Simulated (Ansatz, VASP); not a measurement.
# Ge in VASP and in Ansatz

```
Ge
1.0
    -1.69636    1.69636    1.69636
     1.69636   -1.69636    1.69636
     1.69636    1.69636   -1.69636
Ge
1
Direct
  0.00000 0.00000 0.00000
```

Change from the starting cell: volume scaled by 1.02.

Alike in both runs: task single point; functional PBE; k mesh 20 × 20 × 20; occupations fermi-dirac, width 0.03 eV; no spin polarisation.

|  | VASP | Ansatz |
| --- | --- | --- |
| version | VASP 6.6.1 | Ansatz 0.2.0 |
| potentials or method | VASP PAW PBE potentials, release 64 (Ge_d), cutoff 520 eV | all-electron LAPW, scalar-relativistic |

|  | VASP | Ansatz | Ansatz less VASP |
| --- | --- | --- | --- |
| pressure (GPa) | -1.3 | -1.2 | +0.12 |

Ansatz ran all-electron here, and VASP with PAW potentials.
